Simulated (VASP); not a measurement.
Write the native input for VASP 6.6.1 that does the following.

```
Task                   : relaxation of cell and atoms
Functional             : PBE
Potentials or basis    : VASP PAW PBE potentials, release 64 (W_sv, Se)
Cutoff                 : 600 eV
k mesh                 : 8 × 8 × 8
Occupations            : gaussian, width 0.1 eV
Spin                   : no spin polarisation
Dipole correction      : no
Further INCAR settings : ALGO = Normal; EDIFF = 1e-06; IBRION = 2; EDIFFG = -0.01; NSW = 100; ISIF = 3
```

The structure of WSe4 lies in POSCAR:

```
WSe4
1.0
    4.9105174648      0.0000000000      0.0000000000
    0.0000000000      4.9105174648      0.0000000000
    0.0000000000      0.0000000000      4.9105174648
W Se
1 4
Direct
    0.0000000000      0.0000000000      0.0000000000
    0.5000000000      0.0000000000      0.0000000000
    0.0000000000      0.5000000000      0.0000000000
    0.0000000000      0.0000000000      0.5000000000
    0.5000000000      0.5000000000      0.5000000000
```

These files were run (other wordings do the same):

INCAR

```
ALGO = Normal ; EDIFF = 1E-6
EDIFFG = -0.01 ; ENCUT = 600
GGA = PE ; IBRION = 2
ISIF = 3 ; ISMEAR = 0
LASPH = T ; LCHARG = F
LREAL = F ; LWAVE = F
NELM = 80 ; NSW = 100
PREC = Accurate ; SIGMA = 0.1
```

KPOINTS

```
k-points
0
Gamma
  8 8 8
```

Potentials or basis: VASP PAW PBE potentials, release 64 (W_sv, Se).

The run is started by

```bash
$ cat potpaw_PBE.64/W_sv/POTCAR potpaw_PBE.64/Se/POTCAR > POTCAR
$ mpirun -np 1 vasp_std > vasp.out
```

Results of the run:

The pressure after relaxing is -0.1 GPa and the band gap on the k mesh is zero (band 19 reaches 4.64 eV, above the bottom of band 20 at 2.74 eV).

Caveat: the relaxation stopped at its first step, so nothing moved; spin-orbit coupling is left out, which moves the levels of the heavy elements.

Wall time 60 s on 1 thread of Intel Xeon 6975P-C, on a shared host, peak memory 0.31 GiB.
